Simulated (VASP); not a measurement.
Input of a VASP 6.6.1 run:

File POSCAR:

```
Na
1.0
   -2.1276347480      2.1276347480      2.1276347480
    2.1276347480     -2.1276347480      2.1276347480
    2.1276347480      2.1276347480     -2.1276347480
Na
1
Direct
    0.0000000000      0.0000000000      0.0000000000
```

The input INCAR.step1:

```
PREC = Accurate ; ENCUT = 400
EDIFF = 1E-5 ; ISMEAR = -1
SIGMA = 0.1 ; LREAL = F
LASPH = T ; NELM = 120
ALGO = Normal ; ISIF = 2
LWAVE = T ; LCHARG = F
GGA = PE ; NBANDS = 10
GGA_COMPAT = F
```

File INCAR.step2:

```
PREC = Accurate ; ENCUT = 400
EDIFF = 1E-6 ; ISMEAR = -1
SIGMA = 0.1 ; LREAL = F
LASPH = T ; NELM = 120
ALGO = Normal ; ISIF = 2
LWAVE = F ; LCHARG = F
GGA = PE ; LHFCALC = T
HFSCREEN = 0.2079 ; PRECFOCK = Normal
ISTART = 1 ; NBANDS = 10
GGA_COMPAT = F
```

File KPOINTS:

```
regular mesh
0
Gamma
  6 6 6
```

Potentials or basis: VASP PAW PBE potentials, release 64 (Na_pv).

Run with:

```console
$ cat potpaw_PBE.64/Na_pv/POTCAR > POTCAR
$ cp INCAR.step1 INCAR
$ mpirun -np 1 vasp_std > vasp.out
$ cp INCAR.step2 INCAR
$ mpirun -np 1 vasp_std > vasp.out
```

Problem. Predict the band gap on the k mesh.

Solution. Zero (an odd number of electrons rules out a gap without spin polarisation).

Problem. What does it give for the pressure?

Solution. -0.3 GPa.

Caveat: the PAW data sets were made with another functional, which shifts forces and pressure a little.
